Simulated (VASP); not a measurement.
Input of a VASP 6.6.1 run:

The input INCAR:

```
  PREC = Accurate
  ENCUT = 520
  EDIFF = 1E-6
  ISMEAR = 0
  SIGMA = 0.1
  LREAL = F
  LASPH = T
  NELM = 80
  ALGO = Normal
  ISIF = 2
  LWAVE = F
  LCHARG = F
  LDIPOL = T
  IDIPOL = 3
  DIPOL = 0.5 0.5 0.318
  GGA = PE
  IVDW = 12
  NBANDS = 53
```

KPOINTS

```
Automatic mesh
0
Gamma
  6 6 1
```

The input POSCAR:

```
SiW6
1.0
    4.4682526257      0.0000000000      0.0000000000
   -2.2341263128      3.8696202844      0.0000000000
    0.0000000000      0.0000000000     21.6259061357
W Si
6 1
Direct
    0.6666666667      0.3333333333      0.1849633479
    0.3333333333      0.6666666667      0.2271386095
    0.0000000000      0.0000000000      0.2693138710
    0.6666666667      0.3333333333      0.3085097946
    0.3333333333      0.6666666667      0.3483008428
    0.0000000000      0.0000000000      0.3849968683
    0.3333333333      0.6666666667      0.5005989607
```

Potentials or basis: VASP PAW PBE potentials, release 64 (W_sv, Si).

Launch:

```bash
$ cat potpaw_PBE.64/W_sv/POTCAR potpaw_PBE.64/Si/POTCAR > POTCAR
$ mpirun -np 1 vasp_std > vasp.out
```

(1) What does it give for the band gap on the k mesh?

(2) What does it give for the dispersion energy per atom?

## Answers

(1) zero (bands 44 and 45 overlap by 0.38 eV).

(2) -0.411 eV.

Caveat: spin-orbit coupling is left out, which moves the levels of the heavy elements.
